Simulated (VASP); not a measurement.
A run of VASP 6.6.1 is set up as follows.

POSCAR

```
YN
1.0
    0.0000000000      2.4422738053      2.4422738053
    2.4422738053      0.0000000000      2.4422738053
    2.4422738053      2.4422738053      0.0000000000
Y N
1 1
Direct
    0.0000000000      0.0000000000      0.0000000000
    0.5000000000      0.5000000000      0.5000000000
```

File INCAR.step1:

```
SYSTEM = YN
ALGO = Normal
EDIFF = 1E-5
ENCUT = 660
GGA = PE
GGA_COMPAT = .FALSE.
ISMEAR = 0
LASPH = .TRUE.
LCHARG = .FALSE.
LREAL = .FALSE.
LWAVE = .TRUE.
NBANDS = 15
NELM = 120
PREC = Accurate
SIGMA = 0.01
```

Contents of INCAR.step2:

```
SYSTEM = YN
ALGO = Normal
EDIFF = 1E-6
ENCUT = 660
GGA_COMPAT = .FALSE.
ISIF = 2
ISMEAR = 0
ISTART = 1
IVDW = 13
LASPH = .TRUE.
LCHARG = .FALSE.
LMIXTAU = .TRUE.
LREAL = .FALSE.
LWAVE = .FALSE.
METAGGA = R2SCAN
NBANDS = 15
NELM = 120
PREC = Accurate
SIGMA = 0.01
VDW_A1 = 0.51559235
VDW_A2 = 5.77342911
VDW_S6 = 1.0
VDW_S8 = 0.6018749
```

File KPOINTS:

```
k-points
0
G
  6 6 6
  0 0 0
```

Potentials or basis: VASP PAW PBE potentials, release 64 (Y_sv, N).

Command:

```sh
$ cat potpaw_PBE.64/Y_sv/POTCAR potpaw_PBE.64/N/POTCAR > POTCAR
$ cp INCAR.step1 INCAR
$ mpirun -np 1 vasp_std > vasp.out
$ cp INCAR.step2 INCAR
$ mpirun -np 1 vasp_std > vasp.out
```

**Question.** Estimate the dispersion energy per atom.

**Answer.** -0.109 eV.

**Question.** Estimate the band gap on the k mesh.

**Answer.** 0.57 eV, indirect (least direct gap 0.98 eV).

Caveat: the PAW data sets were made with another functional, which shifts forces and pressure a little. r2SCAN opens gaps a little over a GGA but as a rule still falls short of measured ones.
